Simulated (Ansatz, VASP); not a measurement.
Co: VASP beside Ansatz

File INCAR:

```
PREC     = Accurate       # precision mode
ENCUT    = 690            # plane-wave cutoff, eV
EDIFF    = 1E-6           # SCF threshold, eV
ISMEAR   = -1             # smearing method
SIGMA    = 0.05           # smearing width, eV
LREAL    = F              # projectors in reciprocal space
LASPH    = T              # aspherical terms in the spheres
NELM     = 200            # most SCF steps
ALGO     = Normal         # electronic algorithm
ISIF     = 2              # what is computed and relaxed
LWAVE    = F              # write WAVECAR
LCHARG   = F              # write CHGCAR
ISPIN    = 2              # spin polarisation
MAGMOM   = 2 2 2 2        # initial moments
LORBIT   = 11             # projections on sites
LMAXMIX  = 4              # l up to which the mixer works
GGA      = B5             # functional
ALDAX    = 1.0          
AGGAX    = 1.0          
AGGAC    = 1.0          
ALDAC    = 0.0          
IVDW     = 12             # dispersion correction
VDW_S6   = 1.0          
VDW_S8   = 2.6996       
VDW_A1   = 0.4298       
VDW_A2   = 4.2359       
NBANDS   = 46             # bands
GGA_COMPAT= F
```

File KPOINTS:

```
regular mesh
0
Gamma
  12 12 4
```

File POSCAR:

```
Co
1.0
    2.4371717178      0.0000000000      0.0000000000
   -1.2185858589      2.1106526210      0.0000000000
    0.0000000000      0.0000000000      7.9789199430
Co
4
Direct
    0.6666666667      0.3333333333      0.7500000000
    0.0000000000      0.0000000000      0.5000000000
    0.3333333333      0.6666666667      0.2500000000
    0.0000000000      0.0000000000      0.0000000000
```

Contents of input.yaml:

```yaml
crystal:
  lattice:
    - [2.4371717178, 0.0, 0.0]
    - [-1.2185858589, 2.110652621, 0.0]
    - [0.0, 0.0, 7.978919943]
  atoms:
    - { symbol: Co, position: [0.6666666667, 0.3333333333, 0.75], spin: 2.0 }
    - { symbol: Co, position: [0.0, 0.0, 0.5], spin: 2.0 }
    - { symbol: Co, position: [0.3333333333, 0.6666666667, 0.25], spin: 2.0 }
    - { symbol: Co, position: [0.0, 0.0, 0.0], spin: 2.0 }
hamiltonian:
  xc: blyp
  pseudopotentials: { kind: paw }
  dispersion: d3bj
magnetization:
  spin_polarized: true
kpoints:
  mp_grid: { grid: [12, 12, 4] }
scf:
  occupations: { method: fermi_dirac, width: 0.05 }
output:
  forces: true
  stress: true
  eigenvalues: true
```

Alike in both runs: task single point; functional BLYP; dispersion D3(BJ); k mesh 12 × 12 × 4; occupations fermi-dirac, width 0.05 eV; collinear spin.

|  | VASP | Ansatz |
| --- | --- | --- |
| version | VASP 6.6.1 | Ansatz 0.2.0 |
| potentials or method | VASP PAW PBE potentials, release 64 (Co_sv) | Ansatz PAW |
| plane-wave cutoff (eV) | 690 | 420 |
| valence electrons in the cell | 68 | 68 |

```tsv
	VASP	Ansatz	Ansatz less VASP
gap on the k mesh at the Fermi level (eV)	none	none	-
pressure (GPa)	6.9	8.0	+1.08
traceless stress, the component that is largest in VASP (GPa)	-2.31	-2.34	-0.028
net moment per atom (μB)	1.55	1.55	+0.005
size of the moment on the site where the two differ most (μB)	1.58	1.60	+0.013
```

VASP's potentials were made for PBE, not for BLYP. Site moments also hang on the region over which each program counts them. A gap of «none» marks a metal or a gap that the smearing closes.
